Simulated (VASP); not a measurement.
# Ta2O5 (kk07) (C2) in VASP: single point with LDA

Aim: the single point of Ta2O5 (kk07) with LDA.

All numbers are computed with VASP 6.6.1; they aren't measurements. Logs are shortened: lines on timing, memory, paths and dates and some standing lists are left out, and cuts for length are marked.

## Step 1: The cell of the first run

It takes space group C2 (No. 5, monoclinic). Conventional cell: a = 8.450 Å, b = 6.698 Å, c = 5.642 Å, α = 90.00°, β = 130.71°, γ = 90.00°. Within 2.4 Å of Ta (site symmetry 1) lie 5 O at 1.84 to 2.05 Å. O (site symmetry 2) has 2 Ta at 1.90 Å within 2.5 Å. O (site symmetry 1) has 2 Ta at 1.89 Å within 2.5 Å. Within 2.4 Å of O (site symmetry 1) lie 2 Ta at 1.84 to 2.05 Å.

## Step 2: Single point, LDA

INCAR

```
PREC = Accurate ; ENCUT = 600
EDIFF = 1E-6 ; ISMEAR = 0
SIGMA = 0.1 ; LREAL = False
LASPH = True ; NELM = 120
ALGO = Normal ; ISIF = 2
LWAVE = False ; LCHARG = True
LELF = True ; LVHAR = True
NBANDS = 35 ; GGA_COMPAT = False
```

KPOINTS

```
Automatic mesh
0
Gamma
  4 4 4
```

POSCAR

```
Ta2O5
1.0
    4.2223051248     -3.3490413308      0.1548897574
    4.2223051248      3.3490413308      0.1548897574
   -3.8340305359      0.0000000000      4.1394028425
Ta O
2 5
Direct
    0.2338949252      0.2029109127      0.1186715882
    0.7970890873      0.7661050748      0.8813284118
    0.5163595198      0.4836404802      0.5000000000
    0.5150649348      0.9844279448      0.9990477432
    0.9262990952      0.8952816174      0.7161148306
    0.1047183826      0.0737009048      0.2838851694
    0.0155720552      0.4849350652      0.0009522568
```

Potentials or basis: VASP PAW LDA potentials, release 64 (Ta_pv, O).

On the command line:

```console
$ cat potpaw_LDA.64/Ta_pv/POTCAR potpaw_LDA.64/O/POTCAR > POTCAR
$ mpirun -np 1 vasp_std > vasp.out
```

OUTCAR:

```text
PREC = Accurate
   ENCUT = 600
   EDIFF = 1E-6
   ISMEAR = 0
   LREAL = False
   LASPH = True
   NELM = 120
   ISIF = 2

 ion  position               nearest neighbor table
   1  0.234  0.203  0.119-   6 1.84   7 1.89   4 1.89   3 1.90   5 2.05   2 3.00
   2  0.797  0.766  0.881-   5 1.84   4 1.89   7 1.89   3 1.90   6 2.05   1 3.00
   3  0.516  0.484  0.500-   1 1.90   2 1.90
   4  0.515  0.984  0.999-   2 1.89   1 1.89
   5  0.926  0.895  0.716-   2 1.84   1 2.05
   6  0.105  0.074  0.284-   1 1.84   2 2.05
   7  0.016  0.485  0.001-   1 1.89   2 1.89

  LATTYP: Found a base centered monoclinic cell.
 ALAT       =     8.4502902681
 B/A-ratio  =     0.7926452760
 C/A-ratio  =     0.6676933045
 COS(beta)  =    -0.6521756474

  Lattice vectors:

 A1 = (   4.2223051248,  -3.3490413308,   0.1548897574)
 A2 = (   4.2223051248,   3.3490413308,   0.1548897574)
 A3 = (  -3.8340305359,   0.0000000000,   4.1394028425)

Analysis of symmetry for initial positions (statically):
=====================================================================
 Subroutine PRICEL returns:
 Original cell was already a primitive cell.

 Routine SETGRP: Setting up the symmetry group for a
 base centered monoclinic supercell.

 Subroutine GETGRP returns: Found  2 space group operations
 (whereof  2 operations were pure point group operations)
 out of a pool of  4 trial point group operations.

The static configuration has the point symmetry C_2 .

Analysis of symmetry for dynamics (positions and initial velocities):
=====================================================================
 Subroutine PRICEL returns:
 Original cell was already a primitive cell.

 Routine SETGRP: Setting up the symmetry group for a
 base centered monoclinic supercell.

 Subroutine GETGRP returns: Found  2 space group operations
 (whereof  2 operations were pure point group operations)
 out of a pool of  4 trial point group operations.

The dynamic configuration has the point symmetry C_2 .

 Subroutine INISYM returns: Found  2 space group operations
 (whereof  2 operations are pure point group operations),
 and found     1 'primitive' translations

----------------------------------------------------------------------------------------

                                     Primitive cell

  volume of cell :     121.0456

  direct lattice vectors                    reciprocal lattice vectors
     4.222305125 -3.349041331  0.154889757     0.114527378 -0.149296455  0.106078456
     4.222305125  3.349041331  0.154889757     0.114527378  0.149296455  0.106078456
    -3.834030536  0.000000000  4.139402843    -0.008570858  0.000000000  0.233642171

  length of vectors
     5.391468190  5.391468190  5.642202233     0.216005997  0.216005997  0.233799324

  position of ions in fractional coordinates (direct lattice)
     0.233894925  0.202910913  0.118671588
     0.797089087  0.766105075  0.881328412
     0.516359520  0.483640480  0.500000000
     0.515064935  0.984427945  0.999047743
     0.926299095  0.895281617  0.716114831
     0.104718383  0.073700905  0.283885169
     0.015572055  0.484935065  0.000952257

  ion indices of the primitive-cell ions
   primitive index   ion index
                 1           1
                 2           2
                 3           3
                 4           4
                 5           5
                 6           6
                 7           7

----------------------------------------------------------------------------------------

 KPOINTS: Automatic mesh

Automatic generation of k-mesh.
 Grid dimensions read from file:
 generate k-points for:    4    4    4

 Generating k-lattice:

  Cartesian coordinates                     Fractional coordinates (reciprocal lattice)
     0.028631844 -0.037324114  0.026519614     0.250000000 -0.000000000  0.000000000
     0.028631844  0.037324114  0.026519614    -0.000000000  0.250000000  0.000000000
    -0.002142715  0.000000000  0.058410543     0.000000000  0.000000000  0.250000000

  Length of vectors
     0.054001499  0.054001499  0.058449831

  Shift w.r.t. Gamma in fractional coordinates (k-lattice)
     0.000000000  0.000000000  0.000000000

 Subroutine IBZKPT returns following result:
 ===========================================

 Found     24 irreducible k-points:

 Following reciprocal coordinates:
            Coordinates               Weight
  0.000000  0.000000  0.000000      1.000000
  0.250000 -0.000000 -0.000000      4.000000
  0.500000 -0.000000 -0.000000      2.000000
  0.250000  0.250000 -0.000000      2.000000
  0.500000  0.250000 -0.000000      4.000000
 -0.250000  0.250000  0.000000      2.000000
[... 16 lines left out ...]
 -0.250000  0.250000  0.500000      2.000000
  0.500000  0.500000  0.500000      1.000000
   k-points           NKPTS =     24   k-points in BZ     NKDIM =     24   number of bands    NBANDS=     35
   number of dos      NEDOS =    301   number of ions     NIONS =      7
   total plane-waves  NPLWV = 110592
   dimension x,y,z NGX =    48 NGY =   48 NGZ =   48
   dimension x,y,z NGXF=    96 NGYF=   96 NGZF=   96
   ions per type =               2   5
   NGX,Y,Z   is equivalent  to a cutoff of  14.80, 14.80, 14.14 a.u.
   NGXF,Y,Z  is equivalent  to a cutoff of  29.60, 29.60, 28.29 a.u.
 SYSTEM =  unknown system
   PREC   = accura    normal or accurate (medium, high low for compatibility)
   ISTART =      0    job   : 0-new  1-cont  2-samecut
   ICHARG =      2    charge: 1-file 2-atom 10-const
   ISPIN  =      1    spin polarized calculation?
   LNONCOLLINEAR =      F non collinear calculations
   LSORBIT =      F    spin-orbit coupling
   LASPH  =      T    aspherical Exc in radial PAW
   ENCUT  =  600.0 eV  44.10 Ry    6.64 a.u.  10.77 10.77 11.27*2*pi/ulx,y,z
   NELM   =    120;   NELMIN=  2; NELMDL= -5     # of ELM steps
   EDIFF  = 0.1E-05   stopping-criterion for ELM
   LREAL  =      F    real-space projection
[... 7 lines left out ...]
   TEBEG  =    0.0;   TEEND  =   0.0 temperature during run
   PSTRESS=    0.0 pullay stress
   NELECT =      52.0000    total number of electrons
   NUPDOWN=      -1.0000    fix difference up-down
   EMIN   =  10.00;   EMAX   =-10.00  energy-range for DOS
   EFERMI =   0.00;   METHOD = LEGACY
   ISMEAR =     0;   SIGMA  =   0.10  broadening in eV -4-tet -1-fermi 0-gaus
   EFERMI_NEDOS =   21; number of points for ismear=-14 and -15
   IALGO  =     38    algorithm
   IMIX   =      4    mixing-type and parameters
     AMIX     =   0.40;   BMIX     =  1.00
     AMIX_MAG =   1.60;   BMIX_MAG =  1.00
  volume/ion in A,a.u.               =      17.29       116.69
  Fermi-wavevector in a.u.,A,eV,Ry     =   1.235264  2.334310 20.760806  1.525876
  Thomas-Fermi vector in A             =   2.369920
   LORBIT       =      0    0 simple, 1 ext, 2 COOP (PROOUT), +10 PAW based schemes
   GGA     = CA    functional components
   LHFCALC =     F    Hartree Fock is set to
   AEXX    =    0.0000 exact exchange contribution
   IVDW    =     0    specifies the selected vdW correction
   LEPSILON=     F    determine dielectric tensor
   LRPA    =     F    only Hartree local field effects (RPA)
 non-spin polarized calculation
 Gauss-broadening in eV      SIGMA  =   0.10
  energy-cutoff  :      600.00
  volume of cell :      121.05
 maximum number of plane-waves:      4058
 NGX is ok and might be reduce to    48
   NGX = 21   NGY = 21   NGZ = 23

 number of electron      52.0000001 magnetization

 Free energy of the ion-electron system (eV)
  ---------------------------------------------------
  ext. energy  EPLUGINS =         0.00000000
  ---------------------------------------------------
  free energy    TOTEN  =       -72.93704971 eV

  energy without entropy =      -72.93704971  energy(sigma->0) =      -72.93704971

 E-fermi :  -0.8462     XC(G=0):  -9.1739

 val. band max:       -1.2664732795   @ k =   0.0000   0.0000   0.0000
 cond. band min:       1.8584636979   @ k =   0.5000   0.5000   0.5000
 fundamental gap:      3.1249369774
 Fermi energy:        -0.8462040353

 k-point     1 :       0.0000    0.0000    0.0000
  band No.  band energies     occupation
      1     -35.0743      2.00000
      2     -34.8916      2.00000
      3     -34.8123      2.00000
      4     -34.7803      2.00000
      5     -34.7347      2.00000
      6     -34.5627      2.00000
[... 27 lines left out ...]
     34       6.6304      0.00000
     35       7.2752      0.00000

 k-point     2 :       0.2500   -0.0000   -0.0000
  band No.  band energies     occupation
      1     -35.0601      2.00000
      2     -34.8869      2.00000
      3     -34.8209      2.00000
      4     -34.7936      2.00000
      5     -34.7078      2.00000
      6     -34.5896      2.00000
[... 27 lines left out ...]
     34       6.1744      0.00000
     35       6.7191      0.00000

 k-point     3 :       0.5000   -0.0000   -0.0000
  band No.  band energies     occupation
      1     -35.0456      2.00000
      2     -34.8805      2.00000
      3     -34.8245      2.00000
      4     -34.8070      2.00000
      5     -34.6749      2.00000
      6     -34.6292      2.00000
[... 27 lines left out ...]
     34       5.7908      0.00000
     35       6.2499      0.00000

 k-point     4 :       0.2500    0.2500   -0.0000
  band No.  band energies     occupation
      1     -35.0427      2.00000
      2     -34.9091      2.00000
      3     -34.8368      2.00000
      4     -34.7629      2.00000
      5     -34.6800      2.00000
      6     -34.6293      2.00000
[... 27 lines left out ...]
     34       6.6345      0.00000
     35       6.7790      0.00000

 k-point     5 :       0.5000    0.2500   -0.0000
  band No.  band energies     occupation
      1     -35.0554      2.00000
      2     -34.9022      2.00000
      3     -34.8425      2.00000
      4     -34.7677      2.00000
      5     -34.7076      2.00000
      6     -34.5846      2.00000
[... 638 lines left out ...]
 k-point    22 :       0.5000    0.2500    0.5000
  band No.  band energies     occupation
      1     -35.0545      2.00000
      2     -34.8992      2.00000
      3     -34.8474      2.00000
      4     -34.7673      2.00000
      5     -34.7040      2.00000
      6     -34.5874      2.00000
[... 27 lines left out ...]
     34       6.2688      0.00000
     35       6.9792      0.00000

 k-point    23 :      -0.2500    0.2500    0.5000
  band No.  band energies     occupation
      1     -35.0463      2.00000
      2     -34.8681      2.00000
      3     -34.8490      2.00000
      4     -34.7941      2.00000
      5     -34.6755      2.00000
      6     -34.6291      2.00000
[... 27 lines left out ...]
     34       6.0550      0.00000
     35       6.4994      0.00000

 k-point    24 :       0.5000    0.5000    0.5000
  band No.  band energies     occupation
      1     -35.0349      2.00000
      2     -34.9206      2.00000
      3     -34.8513      2.00000
      4     -34.7512      2.00000
      5     -34.6742      2.00000
      6     -34.6293      2.00000
[... 27 lines left out ...]
     34       6.7096      0.00000
     35       7.0316      0.00000

------------------------ aborting loop because EDIFF is reached ----------------------------------------

  FORCE on cell =-STRESS in cart. coord.  units (eV):
  Direction    XX          YY          ZZ          XY          YZ          ZX
  --------------------------------------------------------------------------------------
  -------------------------------------------------------------------------------------
  Total        0.9430383      0.6957460      0.5450280      0.0000000      0.0000000      0.0886865
  in kB       12.4821970      9.2089987      7.2140720      0.0000000      0.0000000      1.1738673
  external PRESSURE =       9.6350892 kB  Pullay stress =       0.0000000 kB

 VOLUME and BASIS-vectors are now :
 -----------------------------------------------------------------------------
  energy-cutoff  :      600.00
  volume of cell :      121.05
      direct lattice vectors                 reciprocal lattice vectors
     4.222305125 -3.349041331  0.154889757     0.114527378 -0.149296455  0.106078456
     4.222305125  3.349041331  0.154889757     0.114527378  0.149296455  0.106078456
    -3.834030536  0.000000000  4.139402843    -0.008570858  0.000000000  0.233642171

 POSITION                                       TOTAL-FORCE (eV/Angst)
 -----------------------------------------------------------------------------------
      1.38934     -0.10377      0.55889         0.142865     -0.001160     -0.014965
      3.22124     -0.10377      3.89030        -0.142865     -0.001160      0.014965
      2.30529     -0.10958      2.22459        -0.000000      0.002286     -0.000000
      2.50094      1.57192      4.36772        -0.001005     -0.000114      0.001311
      4.94566     -0.10388      3.24643         0.199259      0.000132     -0.191003
     -0.33508     -0.10388      1.20275        -0.199259      0.000132      0.191003
      2.10964      1.57192      0.08147         0.001005     -0.000114     -0.001311
 -----------------------------------------------------------------------------------
    total drift:                               -0.000000      0.000073      0.000000

  FREE ENERGIE OF THE ION-ELECTRON SYSTEM (eV)
  ---------------------------------------------------
  free  energy   TOTEN  =       -72.9370497054 eV

  energy  without entropy=      -72.9370497054  energy(sigma->0) =      -72.93704971
```

Wall time 4.2 min (1 thread of AMD EPYC 7R13, shared host); peak memory 0.28 GiB.

What came out:

```
Free energy            : -72.9370 eV
Pressure               : 1.0 GPa
Largest force          : 0.276 eV/Å
Band gap on the k mesh : 3.12 eV, indirect (least direct gap 3.28 eV)
```

Forces in eV/Å, atoms in the order of the input:
```
Ta   0.143 -0.001 -0.015
Ta  -0.143 -0.001  0.015
O    0.000  0.002  0.000
O   -0.001  0.000  0.001
O    0.199  0.000 -0.191
O   -0.199  0.000  0.191
O    0.001  0.000 -0.001
```

Caveat: spin-orbit coupling is left out, which moves the levels of the heavy elements. A k mesh can miss the band edges.
